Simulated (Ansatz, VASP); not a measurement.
SnO2 in VASP and in Ansatz

File POSCAR:

```
SnO2
1.0
    3.3042626014      0.0000000000      0.0000000000
   -1.6521313007      2.8615754713      0.0000000000
    0.0000000000      0.0000000000     11.0366852426
Sn O
2 4
Direct
    0.0000000000      0.0000000000      0.5000000000
    0.0000000000      0.0000000000      0.0000000000
    0.6666666667      0.3333333333      0.4058620000
    0.6666666667      0.3333333333      0.0941380000
    0.3333333333      0.6666666667      0.5941380000
    0.3333333333      0.6666666667      0.9058620000
```

File INCAR.step1:

```
PREC = Accurate
ENCUT = 520
ISMEAR = 0
SIGMA = 0.01
LREAL = F
LASPH = T
NELM = 60
NBANDS = 35
GGA = PE
ALGO = Normal
EDIFF = 1E-4
LWAVE = T
LCHARG = F
```

File INCAR.step2:

```
PREC = Accurate
ENCUT = 520
EDIFF = 1E-6
ISMEAR = 0
SIGMA = 0.01
LREAL = F
LASPH = T
NELM = 60
ALGO = Normal
ISIF = 2
LWAVE = F
LCHARG = F
METAGGA = R2SCAN
LMIXTAU = T
IVDW = 12
VDW_S6 = 1.0
VDW_S8 = 0.78981345
VDW_A1 = 0.49484001
VDW_A2 = 5.73083694
NBANDS = 35
ISTART = 1
```

The input KPOINTS:

```
regular mesh
0
Gamma
  12 12 2
```

Input for Ansatz:

```yaml
crystal:
  lattice:
    - [3.3042626013701786, 0.0, 0.0]
    - [-1.6521313006850893, 2.861575471331438, 0.0]
    - [0.0, 0.0, 11.03668524262119]
  atoms:
    - { symbol: Sn, position: [0.0, 0.0, 0.5] }
    - { symbol: Sn, position: [0.0, 0.0, 0.0] }
    - { symbol: O, position: [0.6666666666666666, 0.3333333333333333, 0.405862] }
    - { symbol: O, position: [0.6666666666666666, 0.3333333333333333, 0.094138] }
    - { symbol: O, position: [0.3333333333333333, 0.6666666666666666, 0.594138] }
    - { symbol: O, position: [0.3333333333333333, 0.6666666666666666, 0.905862] }
basis:
  ecutwfc: 600.0
kpoints:
  mp_grid:
    grid: [12, 12, 2]
hamiltonian:
  xc: r2scan
  dispersion: d3bj
scf:
  occupations:
    method: fixed
output:
  stress: true
```

Alike in both runs: task single point; functional r2SCAN; dispersion D3(BJ); k mesh 12 × 12 × 2; no spin polarisation.

|  | VASP | Ansatz |
| --- | --- | --- |
| version | VASP 6.6.1 | Ansatz 0.2.0 |
| potentials or method | VASP PAW PBE potentials, release 64 (Sn_d, O), cutoff 520 eV | plane waves, PAW |
| occupations | gaussian, width 0.01 eV | fixed |
| valence electrons in the cell | 52 | 52 |

Ansatz gave:

```
pressure (GPa)                                                : -13.7
traceless stress, the component that is largest in VASP (GPa) : 5.03
```

Task: What did VASP give for the same quantities?

Result: Pressure (GPa): -13.1; traceless stress, the component that is largest in VASP (GPa): 4.62.

VASP's potentials were made for PBE, not for r2SCAN. Ansatz's warnings: dispersion damping borrowed.
